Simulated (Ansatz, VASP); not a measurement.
# InPt3C: VASP beside Ansatz

INCAR

```
PREC = Accurate
ENCUT = 520
EDIFF = 1E-7
ISMEAR = -1
SIGMA = 0.1
LREAL = False
LASPH = True
NELM = 80
ALGO = Normal
ISIF = 2
LWAVE = False
LCHARG = False
GGA = CA
NBANDS = 32
```

Contents of KPOINTS:

```
regular mesh
0
Gamma
  6 6 6
```

The input POSCAR:

```
InPt3C
1.0
    4.2585860000      0.0000000000      0.0000000000
    0.0000000000      4.2585860000      0.0000000000
    0.0000000000      0.0000000000      4.2585860000
In Pt C
1 3 1
Direct
    0.0000000000      0.0000000000      0.0000000000
    0.5000000000      0.0000000000      0.5000000000
    0.5000000000      0.5000000000      0.0000000000
    0.0000000000      0.5000000000      0.5000000000
    0.5000000000      0.5000000000      0.5000000000
```

Input for Ansatz:

```yaml
crystal:
  lattice:
    - [4.258586, 0.0, 0.0]
    - [0.0, 4.258586, 0.0]
    - [0.0, 0.0, 4.258586]
  atoms:
    - { symbol: In, position: [0.0, 0.0, 0.0] }
    - { symbol: Pt, position: [0.5, 0.0, 0.5] }
    - { symbol: Pt, position: [0.5, 0.5, 0.0] }
    - { symbol: Pt, position: [0.0, 0.5, 0.5] }
    - { symbol: C, position: [0.5, 0.5, 0.5] }
basis:
  ecutwfc: 450.0
kpoints:
  mp_grid:
    grid: [6, 6, 6]
    shift: [0.0, 0.0, 0.0]
hamiltonian:
  xc: lda
scf:
  occupations:
    method: fermi_dirac
    width: 0.1
output:
  stress: true
```

Alike in both runs: task single point; functional LDA; k mesh 6 × 6 × 6; occupations fermi-dirac, width 0.1 eV; no spin polarisation.

|  | VASP | Ansatz |
| --- | --- | --- |
| version | VASP 6.6.1 | Ansatz 0.2.0 |
| potentials or method | VASP PAW LDA potentials, release 64 (In_d, Pt, C), cutoff 520 eV | plane waves, PAW |
| valence electrons in the cell | 47 | 71 |

|  | VASP | Ansatz | Ansatz less VASP |
| --- | --- | --- | --- |
| pressure (GPa) | -11.8 | -12.4 | -0.59 |

LDA's correlation is that of Perdew and Zunger in VASP and of Perdew and Wang (1992) in Ansatz. VASP's potentials hold 47 valence electrons a cell and Ansatz's 71, so a difference there can come from the potentials and not from the codes.

Spin-orbit coupling is off throughout.
